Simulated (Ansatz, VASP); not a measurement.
**Two plane-wave programs on Ba**

```
Ba
1.0
    -4.55342    4.55342    3.85953
     4.55342   -4.55342    3.85953
     4.55342    4.55342   -3.85953
Ba
4
Direct
  0.16965 0.66965 0.83930
  0.83035 0.33035 0.16070
  0.66965 0.83035 0.50000
  0.33035 0.16965 0.50000
```

Alike in both runs: task single point; functional PBE; k mesh 8 × 8 × 8; occupations gaussian, width 0.1 eV; no spin polarisation.

|  | VASP | Ansatz |
| --- | --- | --- |
| version | VASP 6.6.1 | Ansatz 0.2.0 |
| potentials or method | VASP PAW PBE potentials, release 64 (Ba_sv), cutoff 520 eV | scalar-relativistic, plane waves, PAW |
| valence electrons in the cell | 40 | 40 |

```tsv
	VASP	Ansatz	Ansatz less VASP
gap on the k mesh at the Fermi level (eV)	none	none	-
pressure (GPa)	-0.9	-0.9	-0.02
traceless stress, the component that is largest in VASP (GPa)	0.31	0.30	-0.002
rms of the force components (eV/Å)	0.035	0.035	+0.0001
```

Atom by atom the forces differ by 0.000 eV/Å (rms over components). A gap of «none» marks a metal or a gap that the smearing closes. With one functional, cell and mesh, what is left measures potentials, basis and numerics.

Spin-orbit coupling is off throughout.
